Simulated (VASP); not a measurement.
# PtSe2 (Sudovikovite) (P-3m1) in VASP: settings compared, part 2 of 2

VASP 6.6.1. The steps go on from the part before.

**4. Relaxation of cell and atoms, BLYP**

INCAR

```
PREC     = Accurate       # precision mode
ENCUT    = 600            # plane-wave cutoff, eV
EDIFF    = 1E-6           # SCF threshold, eV
ISMEAR   = -1             # smearing method
SIGMA    = 0.05           # smearing width, eV
LREAL    = False          # projectors in reciprocal space
LASPH    = True           # aspherical terms in the spheres
NELM     = 80             # most SCF steps
ALGO     = Normal         # electronic algorithm
ISIF     = 3              # what is computed and relaxed
LWAVE    = False          # write WAVECAR
LCHARG   = False          # write CHGCAR
GGA      = B5             # functional
ALDAX    = 1.0          
AGGAX    = 1.0          
AGGAC    = 1.0          
ALDAC    = 0.0          
IBRION   = 2              # ionic algorithm
NSW      = 60             # ionic steps
EDIFFG   = -0.01          # ionic threshold
```

KPOINTS

```
Automatic mesh
0
Gamma
  8 8 5
```

POSCAR

```
PtSe2
1.0
    3.7240000000      0.0000000000      0.0000000000
   -1.8620000000      3.2250786037      0.0000000000
    0.0000000000      0.0000000000      5.0620000000
Pt Se
1 2
Direct
    0.0000000000      0.0000000000      0.0000000000
    0.6666666667      0.3333333333      0.7500000000
    0.3333333333      0.6666666667      0.2500000000
```

Command:

```bash
$ cat potpaw_PBE.64/Pt/POTCAR potpaw_PBE.64/Se/POTCAR > POTCAR
$ mpirun -np 1 vasp_std > vasp.out
```

Wall time 18 min (1 thread of Intel Xeon Platinum 8559C (Emerald Rapids), shared host); peak memory 0.22 GiB.

Results (log left out):

```
Free energy                            : -12.2676 eV
Relaxed volume                         : 31.73 Å³/atom
Relaxed cell                           : a = 3.826 Å, b = 3.826 Å, c = 7.507 Å, α = 90.00°, β = 90.00°, γ = 120.00°
Space group after relaxing (to 0.05 Å) : P-3m1 (No. 164)
Energy gained by relaxing              : 158.2 meV/atom
Ionic steps                            : 53
Pressure after relaxing                : 0.0 GPa
Largest force after relaxing           : 0.005 eV/Å
Band gap on the k mesh                 : 1.09 eV, indirect (least direct gap 1.27 eV)
```

Forces in eV/Å, atoms in the order of the input:
```
Pt   0.000  0.000  0.000
Se   0.000  0.000 -0.005
Se   0.000  0.000  0.005
```

The path:
```tsv
step	energy change (eV)	largest force (eV/Å)	pressure (GPa)	volume (Å³)
1	0.0000	1.1000	15.32	60.80
3	-0.3191	0.3519	-0.14	68.02
5	-0.3196	0.2933	0.47	67.62
7	-0.3601	0.1701	0.31	69.72
9	-0.4068	0.6030	2.21	79.15
11	-0.4273	0.4317	1.00	81.78
13	-0.4409	0.1282	-0.91	87.04
15	-0.4641	0.0616	-0.42	88.46
17	-0.4724	0.0044	0.17	89.87
19	-0.4725	0.0244	0.03	90.10
21	-0.4725	0.0316	-0.02	90.16
23	-0.4725	0.0269	0.00	90.12
25	-0.4725	0.0290	0.00	90.14
27	-0.4727	0.0291	-0.04	90.43
29	-0.4730	0.0259	-0.20	91.74
31	-0.4731	0.0190	-0.19	91.82
33	-0.4734	0.0102	-0.06	92.22
35	-0.4735	0.0383	0.05	92.58
37	-0.4735	0.0294	0.01	92.47
39	-0.4735	0.0327	0.03	92.60
41	-0.4741	0.0215	0.09	93.31
43	-0.4746	0.0298	-0.03	94.82
45	-0.4746	0.0268	-0.02	94.78
47	-0.4746	0.0212	-0.02	94.83
49	-0.4746	0.0037	-0.09	95.68
51	-0.4747	0.0104	-0.05	95.20
53	-0.4747	0.0055	0.01	95.18
```

Final structure:
```
CELL_PARAMETERS angstrom
3.82621 0.00000 0.00000
-1.91311 3.31360 0.00000
0.00000 0.00000 7.50726
ATOMIC_POSITIONS crystal
Pt 0.00000 0.00000 0.00000
Se 0.66667 0.33333 0.82274
Se 0.33333 0.66667 0.17726
```

Levels at points of the mesh, in eV from the valence-band top:
```tsv
k point	band 7	band 8	band 9	band 10	band 11	band 12	band 13	band 14	band 15
(0.00, 0.00, 0.00)	-2.61	-1.26	-0.36	-0.10	-0.10	2.60	2.60	3.96	5.58
(0.50, 0.00, 0.00)	-2.18	-2.16	-1.87	-1.71	-1.35	2.02	2.42	4.58	6.25
```

Caveat: the volume moved by over 15 % at a fixed basis, so the end points are rough; the PAW data sets were made with another functional, which shifts forces and pressure a little; spin-orbit coupling is left out, which moves the levels of the heavy elements; this functional lacks dispersion, which binds the layers, so the pressure and a relaxed spacing across them are unreliable; the volume moved by +57 % from the deposited cell, more than functionals usually miss.

**5. Relaxation of cell and atoms, revPBE+D3(BJ)**

INCAR

```
SYSTEM = PtSe2
PREC = Accurate ; ENCUT = 600
EDIFF = 1E-7 ; ISMEAR = -1
SIGMA = 0.05 ; LREAL = .FALSE.
LASPH = .TRUE. ; NELM = 80
ALGO = Normal ; ISIF = 3
LWAVE = .FALSE. ; LCHARG = .FALSE.
GGA = RE ; IVDW = 12
IBRION = 2 ; NSW = 60
EDIFFG = -0.01
```

KPOINTS

```
Automatic mesh
0
G
  8 8 5
  0 0 0
```

POSCAR is that of step 4.

Command:

```bash
$ cat potpaw_PBE.64/Pt/POTCAR potpaw_PBE.64/Se/POTCAR > POTCAR
$ mpirun -np 1 vasp_std > vasp.out
```

It took 3.3 min on 1 thread of Intel Xeon Platinum 8559C (Emerald Rapids), shared host; peak memory 0.23 GiB.

Results (log left out):

```
Free energy                            : -15.8568 eV
Relaxed volume                         : 19.09 Å³/atom
Relaxed cell                           : a = 3.757 Å, b = 3.757 Å, c = 4.686 Å, α = 90.00°, β = 90.00°, γ = 120.00°
Space group after relaxing (to 0.05 Å) : P-3m1 (No. 164)
Energy gained by relaxing              : 33.2 meV/atom
Ionic steps                            : 13
Pressure after relaxing                : 0.0 GPa
Largest force after relaxing           : 0.003 eV/Å
Band gap on the k mesh                 : zero (band 11 reaches 8.12 eV, above the bottom of band 12 at 7.19 eV)
Dispersion energy per atom             : -0.986 eV
```

Forces on the atoms (eV/Å):
```
Pt   0.000  0.000  0.000
Se   0.000  0.000  0.003
Se   0.000  0.000 -0.003
```

Stress tensor (GPa, compression positive):
```
-0.04  0.00  0.00
 0.00 -0.04  0.00
 0.00  0.00  0.06
```

Step by step:
```csv
step,energy change (eV),largest force (eV/Å),pressure (GPa),volume (Å³)
1,0.0000,0.6930,1.66,60.80
2,-0.0079,0.0252,-4.36,62.66
3,-0.0196,0.2766,-1.87,61.83
4,-0.0485,0.2011,-1.55,60.69
5,-0.0898,0.1231,0.20,57.47
6,-0.0975,0.1380,-0.12,57.18
7,-0.0978,0.1427,-0.17,57.11
8,-0.0984,0.0432,0.94,56.86
9,-0.0989,0.0307,0.49,56.96
10,-0.0995,0.0047,-0.09,57.33
11,-0.0995,0.0025,0.03,57.25
12,-0.0995,0.0019,0.02,57.26
13,-0.0996,0.0031,-0.01,57.28
```

Final structure:
```cif
data_structure
_symmetry_space_group_name_H-M 'P 1'
_symmetry_Int_Tables_number 1
_cell_length_a 3.7572
_cell_length_b 3.7572
_cell_length_c 4.6857
_cell_angle_alpha 90.000
_cell_angle_beta 90.000
_cell_angle_gamma 120.000
_cell_volume 57.28
loop_
_atom_site_label
_atom_site_type_symbol
_atom_site_fract_x
_atom_site_fract_y
_atom_site_fract_z
_atom_site_occupancy
Pt1 Pt 0.00000 0.00000 0.00000 1
Se1 Se 0.66667 0.33333 0.72685 1
Se2 Se 0.33333 0.66667 0.27315 1
```

Levels at points of the mesh, in eV from the Fermi level:
| k point | band 8 | band 9 | band 10 | band 11 | band 12 | band 13 | band 14 | band 15 |
| --- | --- | --- | --- | --- | --- | --- | --- | --- |
| (0.00, 0.00, 0.00) | -2.56 | -1.07 | -1.07 | 0.82 | 0.82 | 0.84 | 3.21 | 4.26 |
| (0.50, 0.00, 0.00) | -3.62 | -3.41 | -3.35 | -3.02 | 0.40 | 2.62 | 5.20 | 6.25 |

Caveat: the PAW data sets were made with another functional, which shifts forces and pressure a little; spin-orbit coupling is left out, which moves the levels of the heavy elements; pairwise dispersion overbinds metals, which lowers pressure and volume.

**6. Relaxation of cell and atoms, revPBE+D4**

INCAR

```
ALGO = Normal ; EDIFF = 1E-7
EDIFFG = -0.01 ; ENCUT = 600
GGA = RE ; IBRION = 2
ISIF = 3 ; ISMEAR = -1
IVDW = 13 ; LASPH = True
LCHARG = False ; LREAL = False
LWAVE = False ; NELM = 100
NSW = 60 ; PREC = Accurate
SIGMA = 0.05
```

KPOINTS

```
k-points
0
Gamma
  8 8 5
```

POSCAR is that of step 5.

Potentials or basis: VASP PAW PBE potentials, release 64 (Pt, Se).

Command:

```bash
$ cat potpaw_PBE.64/Pt/POTCAR potpaw_PBE.64/Se/POTCAR > POTCAR
$ mpirun -np 1 vasp_std > vasp.out
```

Wall time 4.1 min (1 thread of Intel Xeon Platinum 8559C (Emerald Rapids), shared host); peak memory 0.22 GiB.

The run converged. Its results:

```
Free energy                            : -15.6912 eV
Relaxed volume                         : 19.27 Å³/atom
Relaxed cell                           : a = 3.761 Å, b = 3.761 Å, c = 4.717 Å, α = 90.00°, β = 90.00°, γ = 120.00°
Space group after relaxing (to 0.05 Å) : P-3m1 (No. 164)
Energy gained by relaxing              : 28.9 meV/atom
Ionic steps                            : 16
Pressure after relaxing                : 0.0 GPa
Band gap on the k mesh                 : zero (band 11 reaches 8.00 eV, above the bottom of band 12 at 7.07 eV)
Dispersion energy per atom             : -0.922 eV
```

Stress tensor (GPa, compression positive):
```
-0.07  0.00  0.00
 0.00 -0.07  0.00
 0.00  0.00  0.04
```

Step by step:
```csv
step,energy change (eV),largest force (eV/Å),pressure (GPa),volume (Å³)
1,0.0000,0.6996,2.30,60.80
2,0.0052,0.1436,-5.00,63.39
3,-0.0203,0.2839,-1.35,61.99
4,-0.0387,0.2246,-1.17,61.18
5,-0.0734,0.0111,-0.16,58.78
6,-0.0751,0.1234,0.38,57.92
7,-0.0821,0.2410,-0.49,57.56
8,-0.0823,0.2207,-0.36,57.62
9,-0.0834,0.0823,1.58,56.99
10,-0.0851,0.0521,0.71,57.26
11,-0.0856,0.0069,-0.55,57.94
12,-0.0866,0.0275,0.01,57.63
13,-0.0867,0.0057,0.08,57.67
14,-0.0868,0.0119,0.14,57.70
15,-0.0868,0.0069,-0.15,57.86
16,-0.0868,0.0010,-0.03,57.80
```

Final structure:
```
Pt Se
1.0
     3.76137    0.00000    0.00000
    -1.88069    3.25744    0.00000
     0.00000    0.00000    4.71708
Pt Se
1 2
Direct
  0.00000 0.00000 0.00000
  0.66667 0.33333 0.72805
  0.33333 0.66667 0.27195
```

Levels at points of the mesh, in eV from the Fermi level:
```csv
k point,band 7,band 8,band 9,band 10,band 11,band 12,band 13,band 14,band 15
"(0.00, 0.00, 0.00)",-3.87,-2.55,-1.06,-1.06,0.82,0.86,0.86,3.25,4.22
"(0.50, 0.00, 0.00)",-3.93,-3.64,-3.39,-3.33,-3.00,0.41,2.58,5.17,6.22
```

Caveat: the PAW data sets were made with another functional, which shifts forces and pressure a little; spin-orbit coupling is left out, which moves the levels of the heavy elements; pairwise dispersion overbinds metals, which lowers pressure and volume.

**7. Summary**

| task | level | cell | cutoff (eV) | gap on the mesh (eV) | pressure (GPa) | relaxed volume (Å³/atom) | largest force (eV/Å) |
| --- | --- | --- | --- | --- | --- | --- | --- |
| single point | r2SCAN | a = 3.724, b = 3.724, c = 5.062 Å, angles 90.0, 90.0, 120.0°, 3 atoms | 520 | none | 5.0 | - | 0.39 |
| single point | BLYP | a = 3.820, b = 3.820, c = 9.137 Å, angles 90.0, 90.0, 120.0°, 3 atoms | 520 | 1.28 | 0.2 | - | 0.05 |
| relaxation of cell and atoms | BLYP | relaxed from a = 3.724, b = 3.724, c = 5.062 Å, angles 90.0, 90.0, 120.0°, 3 atoms | 600 | 1.09 | 0.0 | 31.73 | 0.01 |
| relaxation of cell and atoms | revPBE+D3(BJ) | relaxed from a = 3.724, b = 3.724, c = 5.062 Å, angles 90.0, 90.0, 120.0°, 3 atoms | 600 | none | 0.0 | 19.09 | - |
| relaxation of cell and atoms | revPBE+D4 | relaxed from a = 3.724, b = 3.724, c = 5.062 Å, angles 90.0, 90.0, 120.0°, 3 atoms | 600 | none | 0.0 | 19.27 | - |

Alike in all rows: potentials or basis VASP PAW PBE potentials, release 64 (Pt, Se); no spin polarisation; k mesh 8 × 8 × 5; smearing fermi-dirac 0.05 eV.

Caveats: the PAW data sets were made with another functional, which shifts forces and pressure a little; spin-orbit coupling is left out, which moves the levels of the heavy elements; pairwise dispersion overbinds metals, which lowers pressure and volume (some runs); the volume moved by over 15 % at a fixed basis, so the end points are rough (some runs); this functional lacks dispersion, which binds the layers, so the pressure and a relaxed spacing across them are unreliable (some runs); the volume moved by +57 % from the deposited cell, more than functionals usually miss (some runs).

Absolute energies hang on the potentials; compare differences alone.
